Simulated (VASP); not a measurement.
# SnTe (Pm-3m) in VASP: single point with LDA

Aim: the single point of SnTe with LDA.

Everything below comes from runs of VASP 6.6.1. Logs are shortened: lines on timing, memory, paths and dates and some standing lists are left out, and cuts for length are marked.

### 1 The cell of the first run

Symmetry: Pm-3m, No. 221, cubic system. Conventional cell: a = 3.977 Å, b = 3.977 Å, c = 3.977 Å, α = 90.00°, β = 90.00°, γ = 90.00°. Within 4.5 Å of Sn (site symmetry m-3m) lie 8 Te at 3.44 Å and 6 Sn at 3.98 Å. Within 4.5 Å of Te (site symmetry m-3m) lie 8 Sn at 3.44 Å and 6 Te at 3.98 Å.

### 2 Single point, LDA

File INCAR:

```
SYSTEM = SnTe
PREC = Accurate
ENCUT = 520
EDIFF = 1E-6
ISMEAR = 0
SIGMA = 0.03
LREAL = .False.
LASPH = .True.
NELM = 60
ALGO = Normal
ISIF = 2
LWAVE = .False.
LCHARG = .False.
GGA = CA
NBANDS = 17
```

File KPOINTS:

```
regular mesh
0
Gamma
  10 10 10
  0 0 0
```

File POSCAR:

```
SnTe
1.0
   -1.3256469313      2.6512938627      2.6512938627
    2.6512938627     -1.3256469313      2.6512938627
    2.6512938627      2.6512938627     -1.3256469313
Sn Te
1 1
Direct
    0.0000000000      0.0000000000      0.0000000000
    0.5000000000      0.5000000000      0.5000000000
```

Potentials or basis: VASP PAW LDA potentials, release 64 (Sn_d, Te).

Command:

```
cat potpaw_LDA.64/Sn_d/POTCAR potpaw_LDA.64/Te/POTCAR > POTCAR
mpirun -np 1 vasp_std > vasp.out
```

OUTCAR:

```text
SYSTEM = SnTe
   PREC = Accurate
   ENCUT = 520
   EDIFF = 1E-6
   ISMEAR = 0
   LREAL = .False.
   LASPH = .True.
   NELM = 60
   ISIF = 2
   GGA = CA

 ion  position               nearest neighbor table
   1  0.000  0.000  0.000-   2 3.44   2 3.44   2 3.44   2 3.44   2 3.44   2 3.44   2 3.44   2 3.44

   2  0.500  0.500  0.500-   1 3.44   1 3.44   1 3.44   1 3.44   1 3.44   1 3.44   1 3.44   1 3.44

  LATTYP: Found a simple cubic cell.
 ALAT       =     3.9769407940

  Lattice vectors:

 A1 = (  -1.3256469313,   2.6512938627,   2.6512938627)
 A2 = (   2.6512938627,  -1.3256469313,   2.6512938627)
 A3 = (   2.6512938627,   2.6512938627,  -1.3256469313)

Analysis of symmetry for initial positions (statically):
=====================================================================
 Subroutine PRICEL returns:
 Original cell was already a primitive cell.

 Routine SETGRP: Setting up the symmetry group for a
 simple cubic supercell.

 Subroutine GETGRP returns: Found 48 space group operations
 (whereof 48 operations were pure point group operations)
 out of a pool of 48 trial point group operations.

The static configuration has the point symmetry O_h .

Analysis of symmetry for dynamics (positions and initial velocities):
=====================================================================
 Subroutine PRICEL returns:
 Original cell was already a primitive cell.

 Routine SETGRP: Setting up the symmetry group for a
 simple cubic supercell.

 Subroutine GETGRP returns: Found 48 space group operations
 (whereof 48 operations were pure point group operations)
 out of a pool of 48 trial point group operations.

The dynamic configuration has the point symmetry O_h .

 Subroutine INISYM returns: Found 48 space group operations
 (whereof 48 operations are pure point group operations),
 and found     1 'primitive' translations

----------------------------------------------------------------------------------------

                                     Primitive cell

  volume of cell :      62.8995

  direct lattice vectors                    reciprocal lattice vectors
    -1.325646931  2.651293863  2.651293863    -0.083816519  0.167633038  0.167633038
     2.651293863 -1.325646931  2.651293863     0.167633038 -0.083816519  0.167633038
     2.651293863  2.651293863 -1.325646931     0.167633038  0.167633038 -0.083816519

  length of vectors
     3.976940794  3.976940794  3.976940794     0.251449557  0.251449557  0.251449557

  position of ions in fractional coordinates (direct lattice)
     0.000000000  0.000000000  0.000000000
     0.500000000  0.500000000  0.500000000

  ion indices of the primitive-cell ions
   primitive index   ion index
                 1           1
                 2           2

----------------------------------------------------------------------------------------

 KPOINTS: regular mesh

Automatic generation of k-mesh.
 Grid dimensions read from file:
 generate k-points for:   10   10   10

 Generating k-lattice:

  Cartesian coordinates                     Fractional coordinates (reciprocal lattice)
    -0.008381652  0.016763304  0.016763304     0.100000000  0.000000000  0.000000000
     0.016763304 -0.008381652  0.016763304     0.000000000  0.100000000  0.000000000
     0.016763304  0.016763304 -0.008381652     0.000000000  0.000000000  0.100000000

  Length of vectors
     0.025144956  0.025144956  0.025144956

  Shift w.r.t. Gamma in fractional coordinates (k-lattice)
     0.000000000  0.000000000  0.000000000

 Subroutine IBZKPT returns following result:
 ===========================================

 Found     56 irreducible k-points:

 Following reciprocal coordinates:
            Coordinates               Weight
  0.000000  0.000000  0.000000      1.000000
  0.100000  0.000000  0.000000      6.000000
  0.200000  0.000000  0.000000      6.000000
  0.300000  0.000000  0.000000      6.000000
  0.400000  0.000000  0.000000      6.000000
  0.500000  0.000000 -0.000000      3.000000
[... 16 lines left out ...]
  0.200000  0.100000  0.100000     24.000000
  0.300000  0.100000  0.100000     24.000000
 [... further k-points ...]
   k-points           NKPTS =     56   k-points in BZ     NKDIM =     56   number of bands    NBANDS=     17
   number of dos      NEDOS =    301   number of ions     NIONS =      2
   total plane-waves  NPLWV =  27000
   dimension x,y,z NGX =    30 NGY =   30 NGZ =   30
   dimension x,y,z NGXF=    60 NGYF=   60 NGZF=   60
   ions per type =               1   1
   NGX,Y,Z   is equivalent  to a cutoff of  12.54, 12.54, 12.54 a.u.
   NGXF,Y,Z  is equivalent  to a cutoff of  25.08, 25.08, 25.08 a.u.
 SYSTEM =  SnTe
   PREC   = accura    normal or accurate (medium, high low for compatibility)
   ISTART =      0    job   : 0-new  1-cont  2-samecut
   ICHARG =      2    charge: 1-file 2-atom 10-const
   ISPIN  =      1    spin polarized calculation?
   LNONCOLLINEAR =      F non collinear calculations
   LSORBIT =      F    spin-orbit coupling
   LASPH  =      T    aspherical Exc in radial PAW
   ENCUT  =  520.0 eV  38.22 Ry    6.18 a.u.   7.39  7.39  7.39*2*pi/ulx,y,z
   NELM   =     60;   NELMIN=  2; NELMDL= -5     # of ELM steps
   EDIFF  = 0.1E-05   stopping-criterion for ELM
   LREAL  =      F    real-space projection
   EDIFFG = 0.1E-04   stopping-criterion for IOM
   NSW    =      0    number of steps for IOM
   IBRION =     -1    ionic relax: 0-MD 1-quasi-New 2-CG
   NFREE  =      0    steps in history (QN), initial steepest desc. (CG)
   ISIF   =      2    stress and relaxation
   ISYM   =      2    0-nonsym 1-usesym 2-fastsym
   POTIM  = 0.5000    time-step for ionic-motion
   TEBEG  =    0.0;   TEEND  =   0.0 temperature during run
   PSTRESS=    0.0 pullay stress
   NELECT =      20.0000    total number of electrons
   NUPDOWN=      -1.0000    fix difference up-down
   EMIN   =  10.00;   EMAX   =-10.00  energy-range for DOS
   EFERMI =   0.00;   METHOD = LEGACY
   ISMEAR =     0;   SIGMA  =   0.03  broadening in eV -4-tet -1-fermi 0-gaus
   EFERMI_NEDOS =   21; number of points for ismear=-14 and -15
   IALGO  =     38    algorithm
   IMIX   =      4    mixing-type and parameters
     AMIX     =   0.40;   BMIX     =  1.00
     AMIX_MAG =   1.60;   BMIX_MAG =  1.00
  volume/ion in A,a.u.               =      31.45       212.23
  Fermi-wavevector in a.u.,A,eV,Ry     =   1.117384  2.111549 16.987507  1.248547
  Thomas-Fermi vector in A             =   2.254006
   LORBIT       =      0    0 simple, 1 ext, 2 COOP (PROOUT), +10 PAW based schemes
   GGA     = CA    functional components
   LHFCALC =     F    Hartree Fock is set to
   AEXX    =    0.0000 exact exchange contribution
   IVDW    =     0    specifies the selected vdW correction
   LEPSILON=     F    determine dielectric tensor
   LRPA    =     F    only Hartree local field effects (RPA)
 non-spin polarized calculation
 Gauss-broadening in eV      SIGMA  =   0.03
  energy-cutoff  :      520.00
  volume of cell :       62.90
 maximum number of plane-waves:      1743
 NGX is ok and might be reduce to    30
   NGX = 15   NGY = 15   NGZ = 15

 number of electron      20.0000011 magnetization

 Free energy of the ion-electron system (eV)
  ---------------------------------------------------
  ext. energy  EPLUGINS =         0.00000000
  ---------------------------------------------------
  free energy    TOTEN  =        -8.24040623 eV

  energy without entropy =       -8.23987708  energy(sigma->0) =       -8.24014165

 E-fermi :   6.1166     XC(G=0):  -9.8467

 val. band max:        6.1153066264   @ k =   0.5000   0.2000  -0.0000
 cond. band min:       6.1362865598   @ k =   0.4000   0.3000  -0.0000
 fundamental gap:      0.0209799334
 Fermi energy:         6.1165918885

 k-point     1 :       0.0000    0.0000    0.0000
  band No.  band energies     occupation
      1     -15.3495      2.00000
      2     -15.3495      2.00000
      3     -15.3188      2.00000
      4     -15.3188      2.00000
      5     -15.3188      2.00000
      6      -5.7925      2.00000
[... 9 lines left out ...]
     16      16.8395      0.00000
     17      16.8493      0.00000

 k-point     2 :       0.1000    0.0000    0.0000
  band No.  band energies     occupation
      1     -15.3494      2.00000
      2     -15.3469      2.00000
      3     -15.3196      2.00000
      4     -15.3196      2.00000
      5     -15.3188      2.00000
      6      -5.7212      2.00000
[... 9 lines left out ...]
     16      16.5476      0.00000
     17      16.5476      0.00000

 k-point     3 :       0.2000    0.0000    0.0000
  band No.  band energies     occupation
      1     -15.3491      2.00000
      2     -15.3402      2.00000
      3     -15.3218      2.00000
      4     -15.3218      2.00000
      5     -15.3186      2.00000
      6      -5.5159      2.00000
[... 9 lines left out ...]
     16      15.4271      0.00000
     17      16.4156      0.00000

 k-point     4 :       0.3000    0.0000    0.0000
  band No.  band energies     occupation
      1     -15.3488      2.00000
      2     -15.3319      2.00000
      3     -15.3244      2.00000
      4     -15.3244      2.00000
      5     -15.3184      2.00000
      6      -5.2103      2.00000
[... 9 lines left out ...]
     16      14.1588      0.00000
     17      16.6767      0.00000
[... 343 lines left out ...]
      1     -15.3455      2.00000
      2     -15.3455      2.00000
      3     -15.3206      2.00000
      4     -15.3203      2.00000
      5     -15.3203      2.00000
      6      -5.5806      2.00000
[... 9 lines left out ...]
     16      15.7310      0.00000
     17      15.7310      0.00000

 k-point    23 :       0.2000    0.1000    0.1000
  band No.  band energies     occupation
      1     -15.3452      2.00000
      2     -15.3387      2.00000
      3     -15.3227      2.00000
      4     -15.3225      2.00000
      5     -15.3202      2.00000
      6      -5.3799      2.00000
[... 9 lines left out ...]
     16      15.1490      0.00000
     17      15.4146      0.00000

 k-point    24 :       0.3000    0.1000    0.1000
  band No.  band energies     occupation
      1     -15.3449      2.00000
      2     -15.3304      2.00000
      3     -15.3254      2.00000
      4     -15.3252      2.00000
      5     -15.3200      2.00000
      6      -5.0832      2.00000
[... 9 lines left out ...]
     16      14.7422      0.00000
     17      14.8243      0.00000

 [... further k-points ...]

------------------------ aborting loop because EDIFF is reached ----------------------------------------

  FORCE on cell =-STRESS in cart. coord.  units (eV):
  Direction    XX          YY          ZZ          XY          YZ          ZX
  --------------------------------------------------------------------------------------
  -------------------------------------------------------------------------------------
  Total       -2.3097652     -2.3097652     -2.3097652     -0.0000000     -0.0000000     -0.0000000
  in kB      -58.8343614    -58.8343614    -58.8343614     -0.0000000     -0.0000000     -0.0000000
  external PRESSURE =     -58.8343614 kB  Pullay stress =       0.0000000 kB

 VOLUME and BASIS-vectors are now :
 -----------------------------------------------------------------------------
  energy-cutoff  :      520.00
  volume of cell :       62.90
      direct lattice vectors                 reciprocal lattice vectors
    -1.325646931  2.651293863  2.651293863    -0.083816519  0.167633038  0.167633038
     2.651293863 -1.325646931  2.651293863     0.167633038 -0.083816519  0.167633038
     2.651293863  2.651293863 -1.325646931     0.167633038  0.167633038 -0.083816519

 POSITION                                       TOTAL-FORCE (eV/Angst)
 -----------------------------------------------------------------------------------
      0.00000      0.00000      0.00000        -0.000000     -0.000000     -0.000000
      1.98847      1.98847      1.98847         0.000000      0.000000      0.000000
 -----------------------------------------------------------------------------------
    total drift:                               -0.000000      0.000000     -0.000000

  FREE ENERGIE OF THE ION-ELECTRON SYSTEM (eV)
  ---------------------------------------------------
  free  energy   TOTEN  =        -8.2404062342 eV

  energy  without entropy=       -8.2398770755  energy(sigma->0) =       -8.24014165
```

Wall time 50 s (1 thread of Intel Xeon 8259CL, shared host); peak memory 0.19 GiB.

What came out:

| Property | Result |
| --- | --- |
| Free energy | -8.2404 eV |
| Pressure | -5.9 GPa |
| Band gap on the k mesh | zero (bands 10 and 11 overlap by 1.42 eV) |

Caveat: the cell stands under tension; spin-orbit coupling is left out, which moves the levels of the heavy elements.

The gap in the log of VASP goes by the Fermi energy; the results here count the filled bands.